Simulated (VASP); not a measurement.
A run of VASP 6.6.1 is set up as follows.

The input INCAR:

```
SYSTEM = Al2Cu
PREC = Accurate ; ENCUT = 520
EDIFF = 1E-6 ; ISMEAR = -1
SIGMA = 0.05 ; LREAL = .False.
LASPH = .True. ; NELM = 80
ALGO = Normal ; ISIF = 2
LWAVE = .False. ; LCHARG = .False.
GGA = PS ; NBANDS = 26
```

KPOINTS

```
Automatic mesh
0
Gamma
  7 7 7
  0 0 0
```

Contents of POSCAR:

```
Al2Cu
1.0
   -3.0734190515      3.0734190515      2.4705892062
    3.0734190515     -3.0734190515      2.4705892062
    3.0734190515      3.0734190515     -2.4705892062
Cu Al
2 4
Direct
    0.2500000000      0.2500000000      0.0000000000
    0.7500000000      0.7500000000      0.0000000000
    0.3419000000      0.1581000000      0.5000000000
    0.8419000000      0.3419000000      0.1838000000
    0.6581000000      0.8419000000      0.5000000000
    0.1581000000      0.6581000000      0.8162000000
```

Potentials or basis: VASP PAW PBE potentials, release 64 (Cu, Al).

Launch:

```console
$ cat potpaw_PBE.64/Cu/POTCAR potpaw_PBE.64/Al/POTCAR > POTCAR
$ mpirun -np 1 vasp_std > vasp.out
```

Q: What does it give for the pressure?

A: -6.6 GPa.

Q: Predict the band gap on the k mesh.

A: Zero (band 17 reaches 9.47 eV, above the bottom of band 18 at 5.85 eV).

Q: What does it give for the largest force?

A: 0.082 eV/Å.

Forces in eV/Å, atoms in the order of the input:
```
Cu   0.000  0.000  0.000
Cu   0.000  0.000  0.000
Al   0.058 -0.058  0.000
Al  -0.058 -0.058  0.000
Al  -0.058  0.058  0.000
Al   0.058  0.058  0.000
```

Caveat: the PAW data sets were made with another functional, which shifts forces and pressure a little.
